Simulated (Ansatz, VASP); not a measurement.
Nb in VASP and in Ansatz

```
Nb
1.0
     0.00000    2.15648    2.15648
     2.15648    0.00000    2.15648
     2.15648    2.15648    0.00000
Nb
1
Direct
  0.00000 0.00000 0.00000
```

Change from the starting cell: volume scaled by 1.06.

Alike in both runs: task single point; functional LDA; k mesh 13 × 13 × 13; occupations fermi-dirac, width 0.03 eV; no spin polarisation.

|  | VASP | Ansatz |
| --- | --- | --- |
| version | VASP 6.6.1 | Ansatz 0.2.0 |
| potentials or method | VASP PAW LDA potentials, release 64 (Nb_sv), cutoff 520 eV | all-electron LAPW, scalar-relativistic |

|  | VASP | Ansatz | Ansatz less VASP |
| --- | --- | --- | --- |
| pressure (GPa) | -17.9 | -17.8 | +0.11 |

LDA's correlation is that of Perdew and Zunger in VASP and of Perdew and Wang (1992) in Ansatz. Ansatz ran all-electron here, and VASP with PAW potentials.
